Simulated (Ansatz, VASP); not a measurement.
**Ru: VASP beside Ansatz**

```
Ru
1.0
     2.72726    0.00000    0.00000
    -1.36363    2.36188    0.00000
     0.00000    0.00000    8.75360
Ru
4
Direct
  0.00000 0.00000 0.00000
  0.00000 0.00000 0.50000
  0.33333 0.66667 0.25000
  0.66667 0.33333 0.75000
```

Alike in both runs: task single point; functional r2SCAN; k mesh 15 × 15 × 4; occupations fermi-dirac, width 0.1 eV; no spin polarisation.

```csv
,VASP,Ansatz
version,VASP 6.6.1,Ansatz 0.2.0
potentials or method,"VASP PAW PBE potentials, release 64 (Ru_pv), cutoff 520 eV","plane waves (500 eV) with PAW, scalar-relativistic"
valence electrons in the cell,56,64
```

Ansatz gave:

```
pressure (GPa)                                                : -12.0
traceless stress, the component that is largest in VASP (GPa) : 0.49
```

Which values does VASP return?

Pressure (GPa): -10.7; traceless stress, the component that is largest in VASP (GPa): 0.53.

VASP's potentials were made for PBE, not for r2SCAN. With one functional, cell and mesh, what is left measures potentials, basis and numerics. VASP's potentials hold 56 valence electrons a cell and Ansatz's 64, so a difference there can come from the potentials and not from the codes.
